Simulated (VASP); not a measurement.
Runs of VASP 6.6.1 on TiTe2. It takes space group P-3m1 (No. 164, trigonal). Conventional cell: a = 3.777 Å, b = 3.777 Å, c = 6.498 Å, α = 90.00°, β = 90.00°, γ = 120.00°. Ti (site symmetry -3m) has 6 Te at 2.77 Å within 3.7 Å. Te (site symmetry 3m) has 3 Ti at 2.77 Å within 3.7 Å. 

```csv
k mesh,gap on the mesh (eV),pressure (GPa),largest force (eV/Å)
6 × 6 × 3,none,0.7,(a)
7 × 7 × 4,none,0.9,0.02
9 × 9 × 5,none,0.9,0.03
3 × 3 × 2,none,1.2,0.07
4 × 4 × 2,none,1.0,0.01
2 × 2 × 1,none,(b),0.56
```

Alike in all rows: task single point; level PBE; potentials or basis VASP PAW PBE potentials, release 64 (Ti_sv, Te); no spin polarisation; cell as given; cutoff (eV) 520; smearing methfessel-paxton 0.1 eV.

**Question.** Estimate the missing entries.

**Answer.** (a) 0.05; (b) -0.2.

Caveats: some runs use coarse meshes; spin-orbit coupling is left out, which moves the levels of the heavy elements; this functional lacks dispersion, which binds the layers, so the pressure and a relaxed spacing across them are unreliable.

A k mesh can miss the band edges, and the runs leave out spin-orbit coupling on Te.

A gap of «none» marks levels without a gap at the run's occupations.
